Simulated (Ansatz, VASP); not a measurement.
One calculation of Ir5Rh, two programs

```
CELL_PARAMETERS angstrom
2.73261 0.00000 0.00000
0.00000 5.46521 0.00000
0.00000 0.00000 11.58897
ATOMIC_POSITIONS crystal
Ir 0.00000 0.50000 0.83284
Ir 0.00000 0.00000 0.83284
Ir 0.00000 0.50000 0.16716
Ir 0.00000 0.00000 0.16716
Ir 0.50000 0.25000 0.33219
Ir 0.50000 0.75000 0.33219
Ir 0.00000 0.00000 0.50000
Ir 0.00000 0.50000 0.50000
Ir 0.50000 0.25000 0.66781
Ir 0.50000 0.75000 0.66781
Rh 0.50000 0.25000 0.00000
Rh 0.50000 0.75000 0.00000
```

Alike in both runs: task single point; functional PBE; k mesh 8 × 4 × 2; occupations gaussian, width 0.2 eV; no spin polarisation.

|  | VASP | Ansatz |
| --- | --- | --- |
| version | VASP 6.6.1 | Ansatz 0.2.0 |
| potentials or method | VASP PAW PBE potentials, release 64 (Ir, Rh_pv), cutoff 520 eV | scalar-relativistic, plane waves, PAW |
| valence electrons in the cell | 120 | 204 |

|  | VASP | Ansatz | Ansatz less VASP |
| --- | --- | --- | --- |
| gap on the k mesh at the Fermi level (eV) | none | none | - |
| pressure (GPa) | 0.8 | 0.4 | -0.42 |
| traceless stress, the component that is largest in VASP (GPa) | -1.43 | -1.43 | -0.008 |
| rms of the force components (eV/Å) | 0.018 | 0.005 | -0.0130 |

Atom by atom the forces differ by 0.013 eV/Å (rms over components). A gap of «none» marks a metal or a gap that the smearing closes. The functional is the same, so the differences come from potentials, cutoffs and numerics. VASP's potentials hold 120 valence electrons a cell and Ansatz's 204, so a difference there can come from the potentials and not from the codes.

Spin-orbit coupling is off throughout.
